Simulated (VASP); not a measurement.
Write the native input for VASP 6.6.1 that does the following.

```yaml
Task: single point
Functional: r2SCAN
Potentials_or_basis: VASP PAW PBE potentials, release 64 (Li_sv, Cl)
Cutoff: 520 eV
k_mesh: 8 × 8 × 8
Occupations: gaussian, width 0.01 eV
Spin: no spin polarisation
Dipole_correction: no
Further_INCAR_settings: ALGO = Normal; EDIFF = 1e-07; NBANDS = 12
```

LiCl:

```
Li Cl
1.0
     0.00000    2.53021    2.53021
     2.53021    0.00000    2.53021
     2.53021    2.53021    0.00000
Li Cl
1 1
Direct
  0.00000 0.00000 0.00000
  0.50000 0.50000 0.50000
```

This cell differs from its parent crystal: volume changed by -3%.

One way to write it, as run:

POSCAR

```
LiCl
1.0
    0.0000000000      2.5302050073      2.5302050073
    2.5302050073      0.0000000000      2.5302050073
    2.5302050073      2.5302050073      0.0000000000
Li Cl
1 1
Direct
    0.0000000000      0.0000000000      0.0000000000
    0.5000000000      0.5000000000      0.5000000000
```

INCAR.step1

```
SYSTEM = LiCl
ALGO = Normal ; EDIFF = 1E-4
ENCUT = 520 ; GGA = PE
ISMEAR = 0 ; LASPH = .True.
LCHARG = .False. ; LREAL = .False.
LWAVE = .True. ; NBANDS = 12
NELM = 80 ; PREC = Accurate
SIGMA = 0.01
```

INCAR.step2

```
SYSTEM = LiCl
ALGO = Normal ; EDIFF = 1E-7
ENCUT = 520 ; ISIF = 2
ISMEAR = 0 ; ISTART = 1
LASPH = .True. ; LCHARG = .False.
LMIXTAU = .True. ; LREAL = .False.
LWAVE = .False. ; METAGGA = R2SCAN
NBANDS = 12 ; NELM = 80
PREC = Accurate ; SIGMA = 0.01
```

KPOINTS

```
k-points
0
Gamma
  8 8 8
  0 0 0
```

Potentials or basis: VASP PAW PBE potentials, release 64 (Li_sv, Cl).

Launch:

```console
$ cat potpaw_PBE.64/Li_sv/POTCAR potpaw_PBE.64/Cl/POTCAR > POTCAR
$ cp INCAR.step1 INCAR
$ mpirun -np 1 vasp_std > vasp.out
$ cp INCAR.step2 INCAR
$ mpirun -np 1 vasp_std > vasp.out
```

It gave:

The band gap on the k mesh is 7.57 eV, direct.

Wall time 74 s on 1 thread of Intel(R) Xeon(R) Platinum 8488C (Sapphire Rapids) (shared host), peak memory 0.15 GiB.
